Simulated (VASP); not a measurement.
Set up this calculation in VASP 6.6.1, as the native input.

```yaml
Task: single point
Functional: PBE
Potentials_or_basis: VASP PAW PBE potentials, release 64 (Ba_sv, P)
Cutoff: 520 eV
k_mesh: 6 × 6 × 4
Occupations: gaussian, width 0.1 eV
Spin: no spin polarisation
Dipole_correction: no
Further_INCAR_settings: ALGO = Normal; EDIFF = 1e-06; NBANDS = 14
```

The structure of BaP lies in POSCAR:

```
BaP
1.0
    5.0281023100      0.0000000000      0.0000000000
   -2.5140511500      4.3544643300      0.0000000000
    0.0000000000      0.0000000000      5.1172822900
Ba P
1 1
Direct
    0.0000000000      0.0000000000      0.0000000000
    0.0000000000      0.0000000000      0.5000000000
```

The cell was generated, and may not be a known phase.

These files were run (other wordings do the same):

INCAR

```
PREC = Accurate ; ENCUT = 520
EDIFF = 1E-6 ; ISMEAR = 0
SIGMA = 0.1 ; LREAL = F
LASPH = T ; NELM = 60
ALGO = Normal ; ISIF = 2
LWAVE = F ; LCHARG = F
GGA = PE ; NBANDS = 14
```

KPOINTS

```
Automatic mesh
0
Gamma
  6 6 4
```

Potentials or basis: VASP PAW PBE potentials, release 64 (Ba_sv, P).

The run is started by

```console
$ cat potpaw_PBE.64/Ba_sv/POTCAR potpaw_PBE.64/P/POTCAR > POTCAR
$ mpirun -np 1 vasp_std > vasp.out
```

It gave:

```
Pressure               : 5.8 GPa
Band gap on the k mesh : zero (an odd number of electrons rules out a gap without spin polarisation)
```

Caveat: the stress differs along the axes, from 1 to 15 GPa; spin-orbit coupling is left out, which moves the levels of the heavy elements; an odd number of electrons without spin polarisation forces a metal; a magnetic or distorted state may lie lower.

Wall time 45 s on 1 thread of Oxide Virtual Turin-like Processor (shared host), peak memory 0.21 GiB.
